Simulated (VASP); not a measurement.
# Cd3Se2S (P3m1) in VASP: single point with r2SCAN

Aim: the single point of Cd3Se2S with r2SCAN.

Program: VASP 6.6.1. These are calculated values, not measurements. Logs are shortened: lines on timing, memory, paths and dates and some standing lists are left out, and cuts for length are marked.

### 1 The cell of the first run

It takes space group P3m1 (No. 156, trigonal). Conventional cell: a = 4.316 Å, b = 4.316 Å, c = 10.586 Å, α = 90.00°, β = 90.00°, γ = 120.00°. Cd (site symmetry 3m) has 4 Se at 2.66 to 2.68 Å within 3.5 Å. Cd (site symmetry 3m) has 3 S at 2.61 Å and 1 Se at 2.68 Å within 3.4 Å. Cd (site symmetry 3m) has 1 S at 2.57 Å and 3 Se at 2.66 Å within 3.4 Å. Se (site symmetry 3m) has 4 Cd at 2.66 to 2.68 Å within 3.5 Å. Within 3.5 Å of Se (site symmetry 3m) lie 4 Cd at 2.66 to 2.68 Å. S (site symmetry 3m) has 4 Cd at 2.57 to 2.61 Å within 3.4 Å.

### 2 Single point, r2SCAN

POSCAR

```
Cd3Se2S
1.0
    4.3155833700      0.0000000000      0.0000000000
   -2.1577916850      3.7374048305      0.0000000000
    0.0000000000      0.0000000000     10.5860995328
Cd Se S
3 2 1
Direct
    0.0000000000      0.0000000000     -0.0002902519
    0.6666666667      0.3333333333      0.3421614761
    0.3333333333      0.6666666667      0.6575824072
    0.6666666667      0.3333333333      0.0886744068
    0.0000000000      0.0000000000      0.7468179666
    0.3333333333      0.6666666667      0.4150539952
```

INCAR.step1

```
PREC = Accurate ; ENCUT = 520
ISMEAR = 0 ; SIGMA = 0.02
LREAL = False ; LASPH = True
NELM = 60 ; NBANDS = 36
GGA = PE ; ALGO = Normal
EDIFF = 1E-4 ; LWAVE = True
LCHARG = False
```

INCAR.step2

```
PREC = Accurate ; ENCUT = 520
EDIFF = 1E-7 ; ISMEAR = 0
SIGMA = 0.02 ; LREAL = False
LASPH = True ; NELM = 60
ALGO = Normal ; ISIF = 2
LWAVE = False ; LCHARG = False
METAGGA = R2SCAN ; LMIXTAU = True
NBANDS = 36 ; ISTART = 1
```

KPOINTS

```
Automatic mesh
0
Gamma
  12 12 4
```

Potentials or basis: VASP PAW PBE potentials, release 64 (Cd, Se, S).

Started as:

```console
cat potpaw_PBE.64/Cd/POTCAR potpaw_PBE.64/Se/POTCAR potpaw_PBE.64/S/POTCAR > POTCAR
cp INCAR.step1 INCAR
mpirun -np 1 vasp_std > vasp.out
cp INCAR.step2 INCAR
mpirun -np 1 vasp_std > vasp.out
```

OUTCAR:

```text
PREC = Accurate
   ENCUT = 520
   EDIFF = 1E-7
   ISMEAR = 0
   LREAL = False
   LASPH = True
   NELM = 60
   ISIF = 2
   METAGGA = R2SCAN
   ISTART = 1

 ion  position               nearest neighbor table
   1  0.000  0.000  1.000-   4 2.66   4 2.66   4 2.66   5 2.68
   2  0.667  0.333  0.342-   6 2.61   6 2.61   6 2.61   4 2.68
   3  0.333  0.667  0.658-   6 2.57   5 2.66   5 2.66   5 2.66
   4  0.667  0.333  0.089-   1 2.66   1 2.66   1 2.66   2 2.68
   5  0.000  0.000  0.747-   3 2.66   3 2.66   3 2.66   1 2.68
   6  0.333  0.667  0.415-   3 2.57   2 2.61   2 2.61   2 2.61

  LATTYP: Found a hexagonal cell.
 ALAT       =     4.3155833700
 C/A-ratio  =     2.4529938655

  Lattice vectors:

 A1 = (   4.3155833700,   0.0000000000,   0.0000000000)
 A2 = (  -2.1577916850,   3.7374048305,   0.0000000000)
 A3 = (   0.0000000000,   0.0000000000,  10.5860995328)

Analysis of symmetry for initial positions (statically):
=====================================================================
 Subroutine PRICEL returns:
 Original cell was already a primitive cell.

 Routine SETGRP: Setting up the symmetry group for a
 hexagonal supercell.

 Subroutine GETGRP returns: Found  6 space group operations
 (whereof  6 operations were pure point group operations)
 out of a pool of 24 trial point group operations.

The static configuration has the point symmetry C_3v.

Analysis of symmetry for dynamics (positions and initial velocities):
=====================================================================
 Subroutine PRICEL returns:
 Original cell was already a primitive cell.

 Routine SETGRP: Setting up the symmetry group for a
 hexagonal supercell.

 Subroutine GETGRP returns: Found  6 space group operations
 (whereof  6 operations were pure point group operations)
 out of a pool of 24 trial point group operations.

The dynamic configuration has the point symmetry C_3v.

 Subroutine INISYM returns: Found  6 space group operations
 (whereof  6 operations are pure point group operations),
 and found     1 'primitive' translations

----------------------------------------------------------------------------------------

                                     Primitive cell

  volume of cell :     170.7441

  direct lattice vectors                    reciprocal lattice vectors
     4.315583370  0.000000000  0.000000000     0.231718383  0.133782671  0.000000000
    -2.157791685  3.737404831  0.000000000     0.000000000  0.267565342  0.000000000
[... 96 lines left out ...]
   NSW    =      0    number of steps for IOM
   IBRION =     -1    ionic relax: 0-MD 1-quasi-New 2-CG
   NFREE  =      0    steps in history (QN), initial steepest desc. (CG)
   ISIF   =      2    stress and relaxation
   ISYM   =      2    0-nonsym 1-usesym 2-fastsym
   POTIM  = 0.5000    time-step for ionic-motion
   TEBEG  =    0.0;   TEEND  =   0.0 temperature during run
   PSTRESS=    0.0 pullay stress
   NELECT =      54.0000    total number of electrons
   NUPDOWN=      -1.0000    fix difference up-down
   EMIN   =  10.00;   EMAX   =-10.00  energy-range for DOS
   EFERMI =   0.00;   METHOD = LEGACY
   ISMEAR =     0;   SIGMA  =   0.02  broadening in eV -4-tet -1-fermi 0-gaus
   EFERMI_NEDOS =   21; number of points for ismear=-14 and -15
   IALGO  =     38    algorithm
   IMIX   =      4    mixing-type and parameters
     AMIX     =   0.40;   BMIX     =  1.00
     AMIX_MAG =   1.60;   BMIX_MAG =  1.00
  volume/ion in A,a.u.               =      28.46       192.04
  Fermi-wavevector in a.u.,A,eV,Ry     =   1.115383  2.107769 16.926740  1.244080
  Thomas-Fermi vector in A             =   2.251988
   LORBIT       =      0    0 simple, 1 ext, 2 COOP (PROOUT), +10 PAW based schemes
   METAGGA = R2SCAN    functional components
   LHFCALC =     F    Hartree Fock is set to
   AEXX    =    0.0000 exact exchange contribution
   IVDW    =     0    specifies the selected vdW correction
   LEPSILON=     F    determine dielectric tensor
   LRPA    =     F    only Hartree local field effects (RPA)
 non-spin polarized calculation
 Gauss-broadening in eV      SIGMA  =   0.02
  energy-cutoff  :      520.00
  volume of cell :      170.74
 maximum number of plane-waves:      4620
   NGX = 17   NGY = 17   NGZ = 39

 number of electron      54.0000004 magnetization

 Free energy of the ion-electron system (eV)
  ---------------------------------------------------
  ext. energy  EPLUGINS =         0.00000000
  ---------------------------------------------------
  free energy    TOTEN  =      -101.46271623 eV

  energy without entropy =     -101.46271623  energy(sigma->0) =     -101.46271623

 E-fermi :   0.5413     XC(G=0):  -9.2746

 val. band max:        0.4475246329   @ k =   0.0000   0.0000   0.0000
 cond. band min:       1.4597405513   @ k =   0.0000   0.0000   0.0000
 fundamental gap:      1.0122159184
 Fermi energy:         0.5413022214

 k-point     1 :       0.0000    0.0000    0.0000
  band No.  band energies     occupation
      1     -12.3141      2.00000
      2     -12.0564      2.00000
      3     -12.0460      2.00000
      4      -7.6195      2.00000
      5      -7.6195      2.00000
      6      -7.5917      2.00000
[... 925 lines left out ...]
     35       7.6407      0.00000
     36       7.7176      0.00000

 [... further k-points ...]

------------------------ aborting loop because EDIFF is reached ----------------------------------------

  FORCE on cell =-STRESS in cart. coord.  units (eV):
  Direction    XX          YY          ZZ          XY          YZ          ZX
  --------------------------------------------------------------------------------------
  -------------------------------------------------------------------------------------
  Total       -1.3120632     -1.3120632     -1.3140943      0.0000000      0.0000000      0.0000000
  in kB      -12.3117483    -12.3117483    -12.3308068      0.0000000      0.0000000      0.0000000
  external PRESSURE =     -12.3181011 kB  Pullay stress =       0.0000000 kB

 VOLUME and BASIS-vectors are now :
 -----------------------------------------------------------------------------
  energy-cutoff  :      520.00
  volume of cell :      170.74
      direct lattice vectors                 reciprocal lattice vectors
     4.315583370  0.000000000  0.000000000     0.231718383  0.133782671  0.000000000
    -2.157791685  3.737404831  0.000000000     0.000000000  0.267565342  0.000000000
     0.000000000  0.000000000 10.586099533     0.000000000  0.000000000  0.094463499

 POSITION                                       TOTAL-FORCE (eV/Angst)
 -----------------------------------------------------------------------------------
      0.00000      0.00000     10.58303        -0.000000      0.000000      0.007405
      2.15779      1.24580      3.62216        -0.000000      0.000000     -0.015353
     -0.00000      2.49160      6.96123        -0.000000      0.000000      0.014319
      2.15779      1.24580      0.93872         0.000000      0.000000     -0.003545
      0.00000      0.00000      7.90589         0.000000      0.000000     -0.005452
     -0.00000      2.49160      4.39380         0.000000      0.000000      0.002626
 -----------------------------------------------------------------------------------
    total drift:                                0.000008     -0.000005     -0.000454

  FREE ENERGIE OF THE ION-ELECTRON SYSTEM (eV)
  ---------------------------------------------------
  free  energy   TOTEN  =      -101.4627162343 eV

  energy  without entropy=     -101.4627162343  energy(sigma->0) =     -101.46271623
```

OUTCAR.step1:

```text
PREC = Accurate
   ENCUT = 520
   ISMEAR = 0
   LREAL = False
   LASPH = True
[... 1172 lines left out ...]
     -0.00000      2.49160      6.96123        -0.000000      0.000000     -0.000474
      2.15779      1.24580      0.93872         0.000000      0.000000      0.002068
      0.00000      0.00000      7.90589         0.000000      0.000000      0.003666
     -0.00000      2.49160      4.39380         0.000000      0.000000     -0.006306
 -----------------------------------------------------------------------------------
    total drift:                                0.000002     -0.000001      0.000175

  FREE ENERGIE OF THE ION-ELECTRON SYSTEM (eV)
  ---------------------------------------------------
  free  energy   TOTEN  =       -17.1053229225 eV

  energy  without entropy=      -17.1053229225  energy(sigma->0) =      -17.10532292
```

It took 28 min on 1 thread of AMD EPYC 9R14 (Zen 4), shared host; peak memory 0.52 GiB.

Results:

* Free energy: -101.4627 eV
* Pressure: -1.2 GPa
* Largest force: 0.015 eV/Å
* Band gap on the k mesh: 1.01 eV

Forces on the atoms (eV/Å):
```
Cd   0.000  0.000  0.007
Cd   0.000  0.000 -0.015
Cd   0.000  0.000  0.014
Se   0.000  0.000 -0.004
Se   0.000  0.000 -0.005
S    0.000  0.000  0.003
```

Levels at points of the mesh, in eV from the valence-band top:
| k point | band 23 | band 24 | band 25 | band 26 | band 27 | band 28 | band 29 | band 30 | band 31 | band 32 |
| --- | --- | --- | --- | --- | --- | --- | --- | --- | --- | --- |
| (0.00, 0.00, 0.00) | -0.42 | -0.42 | -0.12 | 0.00 | 0.00 | 1.01 | 2.78 | 3.00 | 6.53 | 6.57 |
| (0.50, 0.00, 0.00) | -1.85 | -1.56 | -1.46 | -1.14 | -0.90 | 3.51 | 3.75 | 3.83 | 4.19 | 5.93 |
| (0.00, 0.00, 0.50) | -0.93 | -0.31 | -0.31 | -0.09 | -0.09 | 2.13 | 2.30 | 2.94 | 6.03 | 6.42 |
| (0.50, 0.00, 0.50) | -2.00 | -1.80 | -1.40 | -0.78 | -0.72 | 2.87 | 3.90 | 4.14 | 4.72 | 4.93 |

Caveat: the PAW data sets were made with another functional, which shifts forces and pressure a little. A k mesh can miss the band edges.
